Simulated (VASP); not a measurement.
# PbO2 (Fm-3m) in VASP: notebook

PbO2 is run at these levels: LDA, PBE; tasks: single point.

Program: VASP 6.6.1. These are calculated values, not measurements. Logs are shortened: lines on timing, memory, paths and dates and some standing lists are left out, and cuts for length are marked.

### Step 1. The cell of the first run

Symmetry: Fm-3m, No. 225, cubic system. Conventional cell: a = 5.331 Å, b = 5.331 Å, c = 5.331 Å, α = 90.00°, β = 90.00°, γ = 90.00°. Within 3.1 Å of Pb (site symmetry m-3m) lie 8 O at 2.31 Å. Within 3.1 Å of O (site symmetry -43m) lie 4 Pb at 2.31 Å and 6 O at 2.67 Å.

### Step 2. Single point, LDA (volume scaled by 0.96)

File INCAR:

```
SYSTEM = PbO2
ALGO = Normal
EDIFF = 1E-6
ENCUT = 520
ISIF = 2
ISMEAR = -1
LASPH = .True.
LCHARG = .True.
LELF = .True.
LREAL = .False.
LVHAR = .True.
LWAVE = .False.
NBANDS = 20
NELM = 100
PREC = Accurate
SIGMA = 0.05
```

File KPOINTS:

```
k-points
0
Gamma
  9 9 9
  0 0 0
```

File POSCAR:

```
PbO2
1.0
    0.0000000000      2.6654741181      2.6654741181
    2.6654741181      0.0000000000      2.6654741181
    2.6654741181      2.6654741181      0.0000000000
Pb O
1 2
Direct
    0.0000000000      0.0000000000      0.0000000000
    0.7500000000      0.7500000000      0.7500000000
    0.2500000000      0.2500000000      0.2500000000
```

Potentials or basis: VASP PAW LDA potentials, release 64 (Pb_d, O).

The run is started by

```
> cat potpaw_LDA.64/Pb_d/POTCAR potpaw_LDA.64/O/POTCAR > POTCAR
> mpirun -np 1 vasp_std > vasp.out
```

OUTCAR:

```text
SYSTEM = PbO2
   EDIFF = 1E-6
   ENCUT = 520
   ISIF = 2
   ISMEAR = -1
   LASPH = .True.
   LREAL = .False.
   NELM = 100
   PREC = Accurate

 ion  position               nearest neighbor table
   1  0.000  0.000  0.000-   2 2.31   2 2.31   2 2.31   3 2.31   3 2.31   3 2.31   3 2.31   2 2.31

   2  0.750  0.750  0.750-   1 2.31   1 2.31   1 2.31   1 2.31
   3  0.250  0.250  0.250-   1 2.31   1 2.31   1 2.31   1 2.31

  LATTYP: Found a face centered cubic cell.
 ALAT       =     5.3309482362

  Lattice vectors:

 A1 = (   0.0000000000,   2.6654741181,   2.6654741181)
 A2 = (   2.6654741181,   0.0000000000,   2.6654741181)
 A3 = (   2.6654741181,   2.6654741181,   0.0000000000)

Analysis of symmetry for initial positions (statically):
=====================================================================
 Subroutine PRICEL returns:
 Original cell was already a primitive cell.

 Routine SETGRP: Setting up the symmetry group for a
 face centered cubic supercell.

 Subroutine GETGRP returns: Found 48 space group operations
 (whereof 48 operations were pure point group operations)
 out of a pool of 48 trial point group operations.

The static configuration has the point symmetry O_h .

Analysis of symmetry for dynamics (positions and initial velocities):
=====================================================================
 Subroutine PRICEL returns:
 Original cell was already a primitive cell.

 Routine SETGRP: Setting up the symmetry group for a
 face centered cubic supercell.

 Subroutine GETGRP returns: Found 48 space group operations
 (whereof 48 operations were pure point group operations)
 out of a pool of 48 trial point group operations.

The dynamic configuration has the point symmetry O_h .

 Subroutine INISYM returns: Found 48 space group operations
 (whereof 48 operations are pure point group operations),
 and found     1 'primitive' translations

----------------------------------------------------------------------------------------

                                     Primitive cell

  volume of cell :      37.8751

  direct lattice vectors                    reciprocal lattice vectors
     0.000000000  2.665474118  2.665474118    -0.187583889  0.187583889  0.187583889
     2.665474118  0.000000000  2.665474118     0.187583889 -0.187583889  0.187583889
     2.665474118  2.665474118  0.000000000     0.187583889  0.187583889 -0.187583889

  length of vectors
     3.769549648  3.769549648  3.769549648     0.324904826  0.324904826  0.324904826

  position of ions in fractional coordinates (direct lattice)
     0.000000000  0.000000000  0.000000000
     0.750000000  0.750000000  0.750000000
     0.250000000  0.250000000  0.250000000

  ion indices of the primitive-cell ions
   primitive index   ion index
                 1           1
                 2           2
                 3           3

----------------------------------------------------------------------------------------

 KPOINTS: k-points

Automatic generation of k-mesh.
 Grid dimensions read from file:
 generate k-points for:    9    9    9

 Generating k-lattice:

  Cartesian coordinates                     Fractional coordinates (reciprocal lattice)
    -0.020842654  0.020842654  0.020842654     0.111111111  0.000000000  0.000000000
     0.020842654 -0.020842654  0.020842654     0.000000000  0.111111111  0.000000000
     0.020842654  0.020842654 -0.020842654     0.000000000  0.000000000  0.111111111

  Length of vectors
     0.036100536  0.036100536  0.036100536

  Shift w.r.t. Gamma in fractional coordinates (k-lattice)
     0.000000000  0.000000000  0.000000000

 Subroutine IBZKPT returns following result:
 ===========================================

 Found     35 irreducible k-points:

 Following reciprocal coordinates:
            Coordinates               Weight
  0.000000  0.000000  0.000000      1.000000
  0.111111  0.000000  0.000000      8.000000
  0.222222  0.000000  0.000000      8.000000
  0.333333  0.000000  0.000000      8.000000
  0.444444  0.000000  0.000000      8.000000
  0.111111  0.111111  0.000000      6.000000
[... 16 lines left out ...]
 -0.333333  0.333333  0.000000     12.000000
  0.444444  0.444444  0.000000      6.000000
 [... further k-points ...]
   k-points           NKPTS =     35   k-points in BZ     NKDIM =     35   number of bands    NBANDS=     20
   number of dos      NEDOS =    301   number of ions     NIONS =      3
   total plane-waves  NPLWV =  21952
   dimension x,y,z NGX =    28 NGY =   28 NGZ =   28
   dimension x,y,z NGXF=    56 NGYF=   56 NGZF=   56
   ions per type =               1   2
   NGX,Y,Z   is equivalent  to a cutoff of  12.35, 12.35, 12.35 a.u.
   NGXF,Y,Z  is equivalent  to a cutoff of  24.70, 24.70, 24.70 a.u.
 SYSTEM =  PbO2
   PREC   = accura    normal or accurate (medium, high low for compatibility)
   ISTART =      0    job   : 0-new  1-cont  2-samecut
   ICHARG =      2    charge: 1-file 2-atom 10-const
   ISPIN  =      1    spin polarized calculation?
   LNONCOLLINEAR =      F non collinear calculations
   LSORBIT =      F    spin-orbit coupling
   LASPH  =      T    aspherical Exc in radial PAW
   ENCUT  =  520.0 eV  38.22 Ry    6.18 a.u.   7.01  7.01  7.01*2*pi/ulx,y,z
   NELM   =    100;   NELMIN=  2; NELMDL= -5     # of ELM steps
   EDIFF  = 0.1E-05   stopping-criterion for ELM
   LREAL  =      F    real-space projection
   EDIFFG = 0.1E-04   stopping-criterion for IOM
   NSW    =      0    number of steps for IOM
   IBRION =     -1    ionic relax: 0-MD 1-quasi-New 2-CG
   NFREE  =      0    steps in history (QN), initial steepest desc. (CG)
   ISIF   =      2    stress and relaxation
   ISYM   =      2    0-nonsym 1-usesym 2-fastsym
   POTIM  = 0.5000    time-step for ionic-motion
   TEBEG  =    0.0;   TEEND  =   0.0 temperature during run
   PSTRESS=    0.0 pullay stress
   NELECT =      26.0000    total number of electrons
   NUPDOWN=      -1.0000    fix difference up-down
   EMIN   =  10.00;   EMAX   =-10.00  energy-range for DOS
   EFERMI =   0.00;   METHOD = LEGACY
   ISMEAR =    -1;   SIGMA  =   0.05  broadening in eV -4-tet -1-fermi 0-gaus
   EFERMI_NEDOS =   21; number of points for ismear=-14 and -15
   IALGO  =     38    algorithm
   IMIX   =      4    mixing-type and parameters
     AMIX     =   0.40;   BMIX     =  1.00
     AMIX_MAG =   1.60;   BMIX_MAG =  1.00
  volume/ion in A,a.u.               =      12.63        85.20
  Fermi-wavevector in a.u.,A,eV,Ry     =   1.444158  2.729064 28.376220  2.085593
  Thomas-Fermi vector in A             =   2.562485
   LORBIT       =      0    0 simple, 1 ext, 2 COOP (PROOUT), +10 PAW based schemes
   GGA     = CA    functional components
   LHFCALC =     F    Hartree Fock is set to
   AEXX    =    0.0000 exact exchange contribution
   IVDW    =     0    specifies the selected vdW correction
   LEPSILON=     F    determine dielectric tensor
   LRPA    =     F    only Hartree local field effects (RPA)
 non-spin polarized calculation
  energy-cutoff  :      520.00
  volume of cell :       37.88
 maximum number of plane-waves:      1032
   NGX = 13   NGY = 13   NGZ = 13

 number of electron      26.0000015 magnetization

 Free energy of the ion-electron system (eV)
  ---------------------------------------------------
  ext. energy  EPLUGINS =         0.00000000
  ---------------------------------------------------
  free energy    TOTEN  =       -18.13044891 eV

  energy without entropy =      -18.12468470  energy(sigma->0) =      -18.12756681

 E-fermi :   5.8726     XC(G=0): -11.8922

 val. band max:        5.8269741745   @ k =  -0.3333   0.4444   0.2222
 cond. band min:       6.5222912851   @ k =  -0.1111   0.1111   0.0000
 fundamental gap:      0.6953171107
 Fermi energy:         5.8725610302

 k-point     1 :       0.0000    0.0000    0.0000
  band No.  band energies     occupation
      1     -12.7543      2.00000
      2      -9.8066      2.00000
      3      -9.8066      2.00000
      4      -9.8066      2.00000
      5      -9.5109      2.00000
      6      -9.5044      2.00000
[... 12 lines left out ...]
     19      21.4530      0.00000
     20      21.4530      0.00000

 k-point     2 :       0.1111    0.0000    0.0000
  band No.  band energies     occupation
      1     -12.6435      2.00000
      2     -10.3258      2.00000
      3      -9.7890      2.00000
      4      -9.7890      2.00000
      5      -9.5059      2.00000
      6      -9.5059      2.00000
[... 12 lines left out ...]
     19      21.3470      0.00000
     20      21.3470      0.00000

 k-point     3 :       0.2222    0.0000    0.0000
  band No.  band energies     occupation
      1     -12.3616      2.00000
      2     -10.8178      2.00000
      3      -9.7508      2.00000
      4      -9.7508      2.00000
      5      -9.5018      2.00000
      6      -9.5018      2.00000
[... 12 lines left out ...]
     19      21.1564      0.00000
     20      21.1564      0.00000

 k-point     4 :       0.3333    0.0000    0.0000
  band No.  band energies     occupation
      1     -12.1041      2.00000
      2     -11.0005      2.00000
      3      -9.7235      2.00000
      4      -9.7235      2.00000
      5      -9.4793      2.00000
      6      -9.4793      2.00000
[... 12 lines left out ...]
     19      21.0133      0.00000
     20      21.0133      0.00000

 k-point     5 :       0.4444    0.0000    0.0000
  band No.  band energies     occupation
      1     -12.0529      2.00000
      2     -10.8722      2.00000
      3      -9.7160      2.00000
      4      -9.7160      2.00000
      5      -9.4533      2.00000
      6      -9.4533      2.00000
[... 12 lines left out ...]
     19      20.9233      0.00000
     20      20.9233      0.00000
[... 353 lines left out ...]
      6      -9.4242      2.00000
[... 12 lines left out ...]
     19      21.9174      0.00000
     20      23.5843      0.00000

 k-point    22 :      -0.4444    0.3333    0.0000
  band No.  band energies     occupation
      1     -11.7604      2.00000
      2     -11.3749      2.00000
      3      -9.6187      2.00000
      4      -9.5486      2.00000
      5      -9.4543      2.00000
      6      -9.0523      2.00000
[... 12 lines left out ...]
     19      22.1381      0.00000
     20      22.8479      0.00000

 k-point    23 :      -0.3333    0.3333    0.0000
  band No.  band energies     occupation
      1     -11.7237      2.00000
      2     -11.4534      2.00000
      3      -9.5867      2.00000
      4      -9.5697      2.00000
      5      -9.4909      2.00000
      6      -8.6142      2.00000
[... 12 lines left out ...]
     19      21.4006      0.00000
     20      23.4471      0.00000

 k-point    24 :       0.4444    0.4444    0.0000
  band No.  band energies     occupation
      1     -11.8266      2.00000
      2     -11.2034      2.00000
      3      -9.6554      2.00000
      4      -9.5112      2.00000
      5      -9.5112      2.00000
      6      -9.4298      2.00000
[... 12 lines left out ...]
     19      21.8632      0.00000
     20      23.0382      0.00000

 [... further k-points ...]
[... 5 lines left out ...]
  --------------------------------------------------------------------------------------
  -------------------------------------------------------------------------------------
  Total       -1.0160243     -1.0160243     -1.0160243      0.0000000      0.0000000      0.0000000
  in kB      -42.9794932    -42.9794932    -42.9794932      0.0000000      0.0000000      0.0000000
  external PRESSURE =     -42.9794932 kB  Pullay stress =       0.0000000 kB

 VOLUME and BASIS-vectors are now :
 -----------------------------------------------------------------------------
  energy-cutoff  :      520.00
  volume of cell :       37.88
      direct lattice vectors                 reciprocal lattice vectors
     0.000000000  2.665474118  2.665474118    -0.187583889  0.187583889  0.187583889
     2.665474118  0.000000000  2.665474118     0.187583889 -0.187583889  0.187583889
     2.665474118  2.665474118  0.000000000     0.187583889  0.187583889 -0.187583889

 POSITION                                       TOTAL-FORCE (eV/Angst)
 -----------------------------------------------------------------------------------
      0.00000      0.00000      0.00000        -0.000000      0.000000     -0.000000
      3.99821      3.99821      3.99821         0.000000      0.000000      0.000000
      1.33274      1.33274      1.33274        -0.000000     -0.000000     -0.000000
 -----------------------------------------------------------------------------------
    total drift:                                0.000000      0.000000      0.000000

  FREE ENERGIE OF THE ION-ELECTRON SYSTEM (eV)
  ---------------------------------------------------
  free  energy   TOTEN  =       -18.1304489099 eV

  energy  without entropy=      -18.1246847042  energy(sigma->0) =      -18.12756681
```

Wall time 20 s (1 thread of Intel Xeon Platinum 8488C (Sapphire Rapids), shared host); peak memory 0.15 GiB.

Results:

* Free energy: -18.1304 eV
* Pressure: -4.3 GPa
* Band gap on the k mesh: zero (band 13 reaches 5.83 eV, above the bottom of band 14 at 4.57 eV)

Caveat: spin-orbit coupling is left out, which moves the levels of the heavy elements.

[end of part 1 of 3]
